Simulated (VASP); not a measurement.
Runs of VASP 6.6.1 on Ir. The structure is that of space group P6_3/mmc (No. 194), or close to it. The cells are those of the table. 

```tsv
task	cell	k mesh	cutoff (eV)	gap on the mesh (eV)	pressure (GPa)
single point	a = 2.863, b = 2.863, c = 4.642 Å, angles 90.0, 90.0, 120.0°, 2 atoms	15 × 15 × 8	520	none	-27.7
single point	a = 2.793, b = 2.793, c = 4.529 Å, angles 90.0, 90.0, 120.0°, 2 atoms	15 × 15 × 8	520	none	-11.5
single point	a = 2.719, b = 2.719, c = 4.410 Å, angles 90.0, 90.0, 120.0°, 2 atoms	15 × 15 × 8	520	none	15.4
single point	a = 2.681, b = 2.681, c = 4.348 Å, angles 90.0, 90.0, 120.0°, 2 atoms	15 × 15 × 8	520	none	34.7
single point	a = 2.642, b = 2.642, c = 4.284 Å, angles 90.0, 90.0, 120.0°, 2 atoms	15 × 15 × 8	520	none	(a)
relaxation of cell and atoms	relaxed from a = 2.715, b = 2.715, c = 4.433 Å, angles 90.0, 90.0, 120.0°, 2 atoms	13 × 13 × 7	600	none	0.0
single point	a = 2.757, b = 2.757, c = 4.470 Å, angles 90.0, 90.0, 120.0°, 2 atoms	15 × 15 × 8	520	none	0.3
single point	a = 2.757, b = 2.757, c = 4.470 Å, angles 90.0, 90.0, 120.0°, 2 atoms	21 × 21 × 12	520	none	0.3
single point	a = 2.828, b = 2.828, c = 4.586 Å, angles 90.0, 90.0, 120.0°, 2 atoms	15 × 15 × 8	520	none	(b)
single point	a = 2.757, b = 2.757, c = 4.470 Å, angles 90.0, 90.0, 120.0°, 2 atoms	13 × 13 × 7	520	none	0.4
```

Alike in all rows: level revPBE; potentials or basis VASP PAW PBE potentials, release 64 (Ir); no spin polarisation; smearing fermi-dirac 0.1 eV.

Question: Estimate the missing entries.

Answer: (a) 59.4; (b) -20.7.

Caveats: the PAW data sets were made with another functional, which shifts forces and pressure a little; spin-orbit coupling is left out, which moves the levels of the heavy elements.

A k mesh can miss the band edges, and the runs leave out spin-orbit coupling on Ir.

A gap of «none» marks levels without a gap at the run's occupations.
